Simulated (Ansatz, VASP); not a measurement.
One calculation of HfO2, two programs

Contents of INCAR:

```
SYSTEM = HfO2
PREC     = Accurate       ! precision mode
ENCUT    = 520            ! plane-wave cutoff, eV
EDIFF    = 1E-6           ! SCF threshold, eV
ISMEAR   = 0              ! smearing method
SIGMA    = 0.05           ! smearing width, eV
LREAL    = .False.        ! projectors in reciprocal space
LASPH    = .True.         ! aspherical terms in the spheres
NELM     = 60             ! most SCF steps
ALGO     = Normal         ! electronic algorithm
ISIF     = 2              ! what is computed and relaxed
LWAVE    = .False.        ! write WAVECAR
LCHARG   = .True.         ! write CHGCAR
GGA      = PE             ! functional
LELF     = .True.         ! ELF
LVHAR    = .True.       
NBANDS   = 43             ! bands
```

Contents of KPOINTS:

```
Automatic mesh
0
Gamma
  7 7 3
  0 0 0
```

File POSCAR:

```
HfO2
1.0
    2.5488057606     -2.5488057606      0.0000000000
    2.5488057606      0.0000000000     -2.5488057606
    4.9244064404      4.9244064404      4.9244064404
Hf O
3 6
Direct
    0.0000000000      0.0000000000      0.8626612390
    0.3333333333      0.3333333333      0.5176036445
    0.6666666667      0.6666666667      0.1725460501
    0.6666666667      0.6666666667      0.4313392459
    1.0000000000      0.0000000000      0.0862816515
    0.3333333333      0.3333333333      0.7763968404
    0.6666666667      0.6666666667      0.9489256376
    1.0000000000      1.0000000000      0.6038680432
    0.3333333333      0.3333333333      0.2588104487
```

Input for Ansatz:

```yaml
crystal:
  lattice:
    - [2.5488057606, -2.5488057606, 0.0]
    - [2.5488057606, 0.0, -2.5488057606]
    - [4.9244064404, 4.9244064404, 4.9244064404]
  atoms:
    - { symbol: Hf, position: [0.0, 0.0, 0.862661239] }
    - { symbol: Hf, position: [0.3333333333, 0.3333333333, 0.5176036445] }
    - { symbol: Hf, position: [0.6666666667, 0.6666666667, 0.1725460501] }
    - { symbol: O, position: [0.6666666667, 0.6666666667, 0.4313392459] }
    - { symbol: O, position: [1.0, 0.0, 0.0862816515] }
    - { symbol: O, position: [0.3333333333, 0.3333333333, 0.7763968404] }
    - { symbol: O, position: [0.6666666667, 0.6666666667, 0.9489256376] }
    - { symbol: O, position: [1.0, 1.0, 0.6038680432] }
    - { symbol: O, position: [0.3333333333, 0.3333333333, 0.2588104487] }
basis:
  ecutwfc: 420
kpoints:
  mp_grid: { grid: [7, 7, 3] }
hamiltonian:
  xc: pbe
scf:
  occupations: { method: gaussian, width: 0.05 }
output:
  forces: true
  stress: true
  eigenvalues: true
```

Alike in both runs: task single point; functional PBE; k mesh 7 × 7 × 3; occupations gaussian, width 0.05 eV; no spin polarisation.

|  | VASP | Ansatz |
| --- | --- | --- |
| version | VASP 6.6.1 | Ansatz 0.2.0 |
| potentials or method | VASP PAW PBE potentials, release 64 (Hf_pv, O), cutoff 520 eV | scalar-relativistic, plane waves, PAW |
| valence electrons in the cell | 66 | 114 |

```tsv
	VASP	Ansatz	Ansatz less VASP
gap on the k mesh at the Fermi level (eV)	4.08	4.08	-0.007
least direct gap on the mesh (eV)	4.17	4.14	-0.023
pressure (GPa)	10.5	14.3	+3.86
traceless stress, the component that is largest in VASP (GPa)	7.27	7.40	+0.126
rms of the force components (eV/Å)	1.457	1.484	+0.0270
```

Atom by atom the forces differ by 0.027 eV/Å (rms over components). With one functional, cell and mesh, what is left measures potentials, basis and numerics. VASP's potentials hold 66 valence electrons a cell and Ansatz's 114, so a difference there can come from the potentials and not from the codes.

Neither program's run includes spin-orbit coupling.
